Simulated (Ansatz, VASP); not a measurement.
ZrS: VASP beside Ansatz

```xyz
2
Lattice="0.0000 2.5429 2.7972 2.5429 0.0000 2.7972 2.5429 2.5429 0.0000" Properties=species:S:1:pos:R:3 pbc="T T T"
Zr    0.0000    0.0000    0.0000
S     2.5429    2.5429    2.7972
```

Alike in both runs: task single point; functional PBEsol; k mesh 18 × 18 × 18; occupations gaussian, width 0.15 eV; no spin polarisation.

|  | VASP | Ansatz |
| --- | --- | --- |
| version | VASP 6.6.1 | Ansatz 0.2.0 |
| potentials or method | VASP PAW PBE potentials, release 64 (Zr_sv, S), cutoff 520 eV | scalar-relativistic, plane waves, PAW |
| valence electrons in the cell | 18 | 18 |

Ansatz gave:

- gap on the k mesh at the Fermi level (eV): none
- pressure (GPa): -3.4
- traceless stress, the component that is largest in VASP (GPa): -12.05

Q: Which values does VASP return?

A: gap on the k mesh at the Fermi level (eV): none; pressure (GPa): -3.2; traceless stress, the component that is largest in VASP (GPa): -12.15.

VASP's potentials were made for PBE, not for PBEsol. A gap of «none» marks a metal or a gap that the smearing closes. The functional is the same, so the differences come from potentials, cutoffs and numerics.
